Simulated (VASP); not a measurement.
Set up this calculation in VASP 6.6.1, as the native input.

```
Task                   : single point
Functional             : PBE
Potentials or basis    : VASP PAW PBE potentials, release 64 (Si, O)
Cutoff                 : 520 eV
k mesh                 : 6 × 6 × 4
Occupations            : gaussian, width 0.05 eV
Spin                   : no spin polarisation
Dipole correction      : no
Further INCAR settings : ALGO = Normal; EDIFF = 1e-06; NBANDS = 34
```

The structure of SiO2 lies in POSCAR:

```
SiO2
1.0
    5.1048960585      0.0000000000      0.0000000000
   -2.5524480292      4.4209696703      0.0000000000
    0.0000000000      0.0000000000      6.0314607987
Si O
3 6
Direct
    0.5000000000      0.0000000000      0.0000000000
    0.5000000000      0.5000000000      0.3333333333
    0.0000000000      0.5000000000      0.6666666667
    0.4159266453      0.2079633227      0.1666666667
    0.2079633227      0.4159266453      0.5000000000
    0.7920366773      0.2079633227      0.8333333333
    0.5840733547      0.7920366773      0.1666666667
    0.7920366773      0.5840733547      0.5000000000
    0.2079633227      0.7920366773      0.8333333333
```

This cell differs from its parent crystal: strain +0.000 along x and y, +0.080 along z.

One way to write it, as run:

INCAR

```
ALGO = Normal ; EDIFF = 1E-6
ENCUT = 520 ; GGA = PE
ISIF = 2 ; ISMEAR = 0
LASPH = T ; LCHARG = T
LELF = T ; LREAL = F
LVHAR = T ; LWAVE = F
NBANDS = 34 ; NELM = 100
PREC = Accurate ; SIGMA = 0.05
```

KPOINTS

```
k-points
0
Gamma
  6 6 4
```

Potentials or basis: VASP PAW PBE potentials, release 64 (Si, O).

The run is started by

```sh
$ cat potpaw_PBE.64/Si/POTCAR potpaw_PBE.64/O/POTCAR > POTCAR
$ mpirun -np 1 vasp_std > vasp.out
```

It gave:

The pressure is -11.8 GPa, the largest force is 0.432 eV/Å and the band gap on the k mesh is 4.77 eV (least direct gap 4.83 eV).

Caveat: the cell differs from its parent crystal (strain +0.000 along x and y, +0.080 along z); the cell stands under tension.

It took 83 s on 1 thread of Intel(R) Xeon(R) Platinum 8488C (Sapphire Rapids), on a shared host, peak memory 0.28 GiB.
